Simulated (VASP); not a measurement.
Write the native input for VASP 6.6.1 that does the following.

```yaml
Task: single point
Functional: PBEsol
Potentials_or_basis: VASP PAW PBE potentials, release 64 (W_sv, C, F, H)
Cutoff: 520 eV
k_mesh: 3 × 3 × 1
Occupations: gaussian, width 0.1 eV
Spin: no spin polarisation
Dipole_correction: no
Further_INCAR_settings: LREAL = Auto; ALGO = Normal; EDIFF = 1e-07; NBANDS = 131
```

The structure of HW12C12F lies in POSCAR:

```
HW12C12F
1.0
    5.7958000000      0.0000000000      0.0000000000
   -2.8979000000      5.0193100000      0.0000000000
    0.0000000000      0.0000000000     20.0722500000
W C F H
12 12 1 1
Direct
    0.0000000000      0.0000000000      0.0498200252
    0.0002702722      0.0001350783      0.1907014410
   -0.0038292101     -0.0019146058      0.3345523795
    0.0000000000      0.5000000000      0.0498200252
    0.0008492932      0.5004245603      0.1906307962
   -0.0045987093      0.4977006800      0.3343100549
    0.5000000000      0.0000000000      0.0498200252
    0.5000829790     -0.0001225268      0.1907562431
    0.4960268913      0.0001807021      0.3322851698
    0.5000000000      0.5000000000      0.0498200252
    0.5000828614      0.5002054067      0.1907562431
    0.4960269202      0.4958462418      0.3322851698
    0.3333333665      0.1666667331      0.1202879597
    0.3311832954      0.1655916849      0.2591183350
    0.3353605208      0.1676802190      0.3938098121
    0.3333333665      0.6666667331      0.1202879597
    0.3310995721      0.6655498465      0.2593800894
    0.3385115416      0.6692557344      0.3950833614
    0.8333333665      0.1666667331      0.1202879597
    0.8345540592      0.1677636966      0.2583208161
    0.8172806159      0.1597998530      0.3885628666
    0.8333333665      0.6666667331      0.1202879597
    0.8345541703      0.6667904553      0.2583208161
    0.8172806272      0.6574806099      0.3885628666
    0.3190263962      0.6595131602      0.4611184596
    0.3008541617      0.1504270507      0.4478114810
```

These files were run (other wordings do the same):

INCAR

```
SYSTEM = HW12C12F
ALGO = Normal
EDIFF = 1E-7
ENCUT = 520
GGA = PS
ISIF = 2
ISMEAR = 0
LASPH = .TRUE.
LCHARG = .FALSE.
LREAL = Auto
LWAVE = .FALSE.
NBANDS = 131
NELM = 100
PREC = Accurate
SIGMA = 0.1
```

KPOINTS

```
k-points
0
G
  3 3 1
  0 0 0
```

Potentials or basis: VASP PAW PBE potentials, release 64 (W_sv, C, F, H).

The run is started by

```sh
$ cat potpaw_PBE.64/W_sv/POTCAR potpaw_PBE.64/C/POTCAR potpaw_PBE.64/F/POTCAR potpaw_PBE.64/H/POTCAR > POTCAR
$ mpirun -np 1 vasp_std > vasp.out
```

It gave:

```
Largest force          : 1.096 eV/Å
Band gap on the k mesh : zero (bands 112 and 113 overlap by 0.93 eV)
```

Caveat: the k points lie up to 0.42 Å⁻¹ apart, too coarse for converged energies and pressures of a metal; there is no dipole correction, which matters where the two faces differ; the PAW data sets were made with another functional, which shifts forces and pressure a little; spin-orbit coupling is left out, which moves the levels of the heavy elements.

Wall time 22 min on 1 thread of Intel(R) Xeon(R) Platinum 8259CL CPU @ 2.50GHz (Skylake/Cascade Lake), with other jobs on the host, peak memory 0.82 GiB.
